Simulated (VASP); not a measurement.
# V (Im-3m) in VASP: single point with PBE

Aim: the single point of V with PBE.

Program: VASP 6.6.1. These are calculated values, not measurements. Logs are shortened: lines on timing, memory, paths and dates and some standing lists are left out, and cuts for length are marked.

**1. The cell of the first run**

Symmetry: Im-3m, No. 229, cubic system. The conventional cell has a = 3.027 Å, b = 3.027 Å, c = 3.027 Å, α = 90.00°, β = 90.00°, γ = 90.00°. Within 3.5 Å of V (site symmetry m-3m) lie 14 V at 2.62 to 3.03 Å.

**2. Single point, PBE, collinear spin, ferromagnetic start**

Contents of INCAR:

```
ALGO     = Normal         # electronic algorithm
EDIFF    = 1E-6           # SCF threshold, eV
ENCUT    = 520            # plane-wave cutoff, eV
GGA      = PE             # functional
ISIF     = 2              # what is computed and relaxed
ISMEAR   = -1             # smearing method
ISPIN    = 2              # spin polarisation
LASPH    = T              # aspherical terms in the spheres
LCHARG   = F              # write CHGCAR
LMAXMIX  = 4              # l up to which the mixer works
LORBIT   = 11             # projections on sites
LREAL    = F              # projectors in reciprocal space
LWAVE    = F              # write WAVECAR
MAGMOM   = 2              # initial moments
NBANDS   = 16             # bands
NELM     = 150            # most SCF steps
PREC     = Accurate       # precision mode
SIGMA    = 0.05           # smearing width, eV
```

Contents of KPOINTS:

```
k-points
0
Gamma
  11 11 11
```

Contents of POSCAR:

```
V
1.0
   -1.5136500000      1.5136500000      1.5136500000
    1.5136500000     -1.5136500000      1.5136500000
    1.5136500000      1.5136500000     -1.5136500000
V
1
Direct
    0.0000000000      0.0000000000      0.0000000000
```

Potentials or basis: VASP PAW PBE potentials, release 64 (V_sv).

The run is started by

```console
> cat potpaw_PBE.64/V_sv/POTCAR > POTCAR
> mpirun -np 1 vasp_std > vasp.out
```

OUTCAR:

```text
EDIFF = 1E-6
   ENCUT = 520
   GGA = PE
   ISIF = 2
   ISMEAR = -1
   ISPIN = 2
   LASPH = T
   LORBIT = 11
   LREAL = F
   NELM = 150
   PREC = Accurate

 ion  position               nearest neighbor table
   1  0.000  0.000  0.000-

  LATTYP: Found a body centered cubic cell.
 ALAT       =     3.0273000000

  Lattice vectors:

 A1 = (  -1.5136500000,   1.5136500000,   1.5136500000)
 A2 = (   1.5136500000,  -1.5136500000,   1.5136500000)
 A3 = (   1.5136500000,   1.5136500000,  -1.5136500000)

Analysis of symmetry for initial positions (statically):
=====================================================================
 Subroutine PRICEL returns:
 Original cell was already a primitive cell.

 Routine SETGRP: Setting up the symmetry group for a
 body centered cubic supercell.

 Subroutine GETGRP returns: Found 48 space group operations
 (whereof 48 operations were pure point group operations)
 out of a pool of 48 trial point group operations.

The static configuration has the point symmetry O_h .

Analysis of symmetry for dynamics (positions and initial velocities):
=====================================================================
 Subroutine PRICEL returns:
 Original cell was already a primitive cell.

 Routine SETGRP: Setting up the symmetry group for a
 body centered cubic supercell.

 Subroutine GETGRP returns: Found 48 space group operations
 (whereof 48 operations were pure point group operations)
 out of a pool of 48 trial point group operations.

The dynamic configuration has the point symmetry O_h .

Analysis of structural, dynamic, and magnetic symmetry:
=====================================================================
 Subroutine PRICEL returns:
 Original cell was already a primitive cell.

 Routine SETGRP: Setting up the symmetry group for a
 body centered cubic supercell.

 Subroutine GETGRP returns: Found 48 space group operations
 (whereof 48 operations were pure point group operations)
 out of a pool of 48 trial point group operations.

The overall configuration has the point symmetry O_h .

 Subroutine INISYM returns: Found 48 space group operations
 (whereof 48 operations are pure point group operations),
 and found     1 'primitive' translations

----------------------------------------------------------------------------------------

                                     Primitive cell

  volume of cell :      13.8719

  direct lattice vectors                    reciprocal lattice vectors
    -1.513650000  1.513650000  1.513650000     0.000000000  0.330327354  0.330327354
     1.513650000 -1.513650000  1.513650000     0.330327354  0.000000000  0.330327354
     1.513650000  1.513650000 -1.513650000     0.330327354  0.330327354  0.000000000

  length of vectors
     2.621718705  2.621718705  2.621718705     0.467153425  0.467153425  0.467153425

  position of ions in fractional coordinates (direct lattice)
     0.000000000  0.000000000  0.000000000

  ion indices of the primitive-cell ions
   primitive index   ion index
                 1           1

----------------------------------------------------------------------------------------

 KPOINTS: k-points

Automatic generation of k-mesh.
 Grid dimensions read from file:
 generate k-points for:   11   11   11

 Generating k-lattice:

  Cartesian coordinates                     Fractional coordinates (reciprocal lattice)
     0.000000000  0.030029759  0.030029759     0.090909091  0.000000000  0.000000000
     0.030029759  0.000000000  0.030029759     0.000000000  0.090909091  0.000000000
     0.030029759  0.030029759  0.000000000     0.000000000  0.000000000  0.090909091

  Length of vectors
     0.042468493  0.042468493  0.042468493

  Shift w.r.t. Gamma in fractional coordinates (k-lattice)
     0.000000000  0.000000000  0.000000000

 Subroutine IBZKPT returns following result:
 ===========================================

 Found     56 irreducible k-points:

 Following reciprocal coordinates:
            Coordinates               Weight
  0.000000  0.000000  0.000000      1.000000
  0.090909  0.000000  0.000000     12.000000
  0.181818  0.000000  0.000000     12.000000
  0.272727  0.000000  0.000000     12.000000
  0.363636  0.000000  0.000000     12.000000
  0.454545  0.000000  0.000000     12.000000
[... 16 lines left out ...]
  0.272727  0.181818  0.090909     48.000000
  0.363636  0.181818  0.090909     24.000000
 [... further k-points ...]
   k-points           NKPTS =     56   k-points in BZ     NKDIM =     56   number of bands    NBANDS=     16
   number of dos      NEDOS =    301   number of ions     NIONS =      1
   total plane-waves  NPLWV =   8000
   dimension x,y,z NGX =    20 NGY =   20 NGZ =   20
   dimension x,y,z NGXF=    40 NGYF=   40 NGZF=   40
   ions per type =               1
   NGX,Y,Z   is equivalent  to a cutoff of  12.68, 12.68, 12.68 a.u.
   NGXF,Y,Z  is equivalent  to a cutoff of  25.36, 25.36, 25.36 a.u.
 SYSTEM =  unknown system
   PREC   = accura    normal or accurate (medium, high low for compatibility)
   ISTART =      0    job   : 0-new  1-cont  2-samecut
   ICHARG =      2    charge: 1-file 2-atom 10-const
   ISPIN  =      2    spin polarized calculation?
   LNONCOLLINEAR =      F non collinear calculations
   LSORBIT =      F    spin-orbit coupling
   LASPH  =      T    aspherical Exc in radial PAW
   ENCUT  =  520.0 eV  38.22 Ry    6.18 a.u.   4.87  4.87  4.87*2*pi/ulx,y,z
   NELM   =    150;   NELMIN=  2; NELMDL= -5     # of ELM steps
   EDIFF  = 0.1E-05   stopping-criterion for ELM
   LREAL  =      F    real-space projection
   EDIFFG = 0.1E-04   stopping-criterion for IOM
   NSW    =      0    number of steps for IOM
   IBRION =     -1    ionic relax: 0-MD 1-quasi-New 2-CG
   NFREE  =      0    steps in history (QN), initial steepest desc. (CG)
   ISIF   =      2    stress and relaxation
   ISYM   =      2    0-nonsym 1-usesym 2-fastsym
   POTIM  = 0.5000    time-step for ionic-motion
   TEBEG  =    0.0;   TEEND  =   0.0 temperature during run
   PSTRESS=    0.0 pullay stress
   NELECT =      13.0000    total number of electrons
   NUPDOWN=      -1.0000    fix difference up-down
   EMIN   =  10.00;   EMAX   =-10.00  energy-range for DOS
   EFERMI =   0.00;   METHOD = LEGACY
   ISMEAR =    -1;   SIGMA  =   0.05  broadening in eV -4-tet -1-fermi 0-gaus
   EFERMI_NEDOS =   21; number of points for ismear=-14 and -15
   IALGO  =     38    algorithm
   IMIX   =      4    mixing-type and parameters
     AMIX     =   0.40;   BMIX     =  1.00
     AMIX_MAG =   1.60;   BMIX_MAG =  1.00
  volume/ion in A,a.u.               =      13.87        93.61
  Fermi-wavevector in a.u.,A,eV,Ry     =   1.602054  3.027443 34.920401  2.566577
  Thomas-Fermi vector in A             =   2.698935
   LORBIT       =     11    0 simple, 1 ext, 2 COOP (PROOUT), +10 PAW based schemes
   GGA     = PE    functional components
   LHFCALC =     F    Hartree Fock is set to
   AEXX    =    0.0000 exact exchange contribution
   IVDW    =     0    specifies the selected vdW correction
   LEPSILON=     F    determine dielectric tensor
   LRPA    =     F    only Hartree local field effects (RPA)
 spin polarized calculation
  energy-cutoff  :      520.00
  volume of cell :       13.87
 maximum number of plane-waves:       381
   NGX =  9   NGY =  9   NGZ =  9

 number of electron      12.9999996 magnetization       0.0011724

 number of electron      12.9999996 magnetization      -0.0000194

 Free energy of the ion-electron system (eV)
  ---------------------------------------------------
  ext. energy  EPLUGINS =         0.00000000
  ---------------------------------------------------
  free energy    TOTEN  =        -8.99185033 eV

  energy without entropy =       -8.97624736  energy(sigma->0) =       -8.98404884

 E-fermi :   9.3282     XC(G=0): -12.7476

 val. band max:        9.3149669295   @ k =   0.3636   0.1818   0.0000
 cond. band min:       9.4092108513   @ k =  -0.1818   0.2727   0.0909
 fundamental gap:      0.0942439217
 Fermi energy:         9.3282153251

 spin component 1

 k-point     1 :       0.0000    0.0000    0.0000
  band No.  band energies     occupation
      1     -54.4233      1.00000
      2     -27.7688      1.00000
      3     -27.7688      1.00000
      4     -27.7688      1.00000
      5       2.8244      1.00000
      6       9.7415      0.00026
[... 8 lines left out ...]
     15      36.3913      0.00000
     16      40.4166      0.00000

 k-point     2 :       0.0909    0.0000    0.0000
  band No.  band energies     occupation
      1     -54.4096      1.00000
      2     -27.8364      1.00000
      3     -27.7896      1.00000
      4     -27.7692      1.00000
      5       3.1467      1.00000
      6       9.6083      0.00368
[... 8 lines left out ...]
     15      36.8516      0.00000
     16      37.8342      0.00000
[... 387 lines left out ...]
      5       7.3466      1.00000
      6       8.1797      1.00000
[... 8 lines left out ...]
     15      38.4316      0.00000
     16      40.8192      0.00000

 k-point    24 :       0.3636    0.1818    0.0909
  band No.  band energies     occupation
      1     -54.2385      1.00000
      2     -28.4385      1.00000
      3     -28.1326      1.00000
      4     -27.8990      1.00000
      5       7.3398      1.00000
      6       8.1309      1.00000
[... 8 lines left out ...]
     15      38.3569      0.00000
     16      40.9247      0.00000

 [... further k-points ...]

 spin component 2

 k-point     1 :       0.0000    0.0000    0.0000
  band No.  band energies     occupation
      1     -54.4233      1.00000
      2     -27.7688      1.00000
      3     -27.7688      1.00000
      4     -27.7688      1.00000
      5       2.8242      1.00000
      6       9.7415      0.00026
[... 8 lines left out ...]
     15      36.3912      0.00000
     16      40.4165      0.00000

 k-point     2 :       0.0909    0.0000    0.0000
  band No.  band energies     occupation
      1     -54.4095      1.00000
      2     -27.8363      1.00000
      3     -27.7896      1.00000
      4     -27.7692      1.00000
      5       3.1465      1.00000
      6       9.6083      0.00368
[... 8 lines left out ...]
     15      36.8515      0.00000
     16      37.8341      0.00000
[... 387 lines left out ...]
      5       7.3465      1.00000
      6       8.1797      1.00000
[... 8 lines left out ...]
     15      38.4315      0.00000
     16      40.8191      0.00000

 k-point    24 :       0.3636    0.1818    0.0909
  band No.  band energies     occupation
      1     -54.2384      1.00000
      2     -28.4384      1.00000
      3     -28.1326      1.00000
      4     -27.8989      1.00000
      5       7.3397      1.00000
      6       8.1309      1.00000
[... 8 lines left out ...]
     15      38.3568      0.00000
     16      40.9246      0.00000

 [... further k-points ...]

------------------------ aborting loop because EDIFF is reached ----------------------------------------

  FORCE on cell =-STRESS in cart. coord.  units (eV):
  Direction    XX          YY          ZZ          XY          YZ          ZX
  --------------------------------------------------------------------------------------
  -------------------------------------------------------------------------------------
  Total       -0.4173547     -0.4173547     -0.4173547      0.0000000     -0.0000000      0.0000000
  in kB      -48.2035993    -48.2035993    -48.2035993      0.0000000     -0.0000000      0.0000000
  external PRESSURE =     -48.2035993 kB  Pullay stress =       0.0000000 kB

 VOLUME and BASIS-vectors are now :
 -----------------------------------------------------------------------------
  energy-cutoff  :      520.00
  volume of cell :       13.87
      direct lattice vectors                 reciprocal lattice vectors
    -1.513650000  1.513650000  1.513650000     0.000000000  0.330327354  0.330327354
     1.513650000 -1.513650000  1.513650000     0.330327354  0.000000000  0.330327354
     1.513650000  1.513650000 -1.513650000     0.330327354  0.330327354  0.000000000

 POSITION                                       TOTAL-FORCE (eV/Angst)
 -----------------------------------------------------------------------------------
      0.00000      0.00000      0.00000         0.000000      0.000000     -0.000000
 -----------------------------------------------------------------------------------
    total drift:                                0.000000     -0.000000      0.000000

  FREE ENERGIE OF THE ION-ELECTRON SYSTEM (eV)
  ---------------------------------------------------
  free  energy   TOTEN  =        -8.9918503282 eV

  energy  without entropy=       -8.9762473613  energy(sigma->0) =       -8.98404884

 total charge

# of ion       s       p       d       tot
------------------------------------------
    1        2.333   6.214   3.052  11.599

 magnetization (x)

# of ion       s       p       d       tot
------------------------------------------
    1       -0.000  -0.000   0.000   0.000
```

It took 16 s on 1 thread of Intel Xeon 6975P-C, shared host; peak memory 0.14 GiB.

Results:

| Item | Value |
| --- | --- |
| Free energy | -8.9919 eV |
| Pressure | -4.8 GPa |
| Net moment | 0.00 μB per cell |
| Valence electrons inside the program's atomic spheres | V 11.60 |
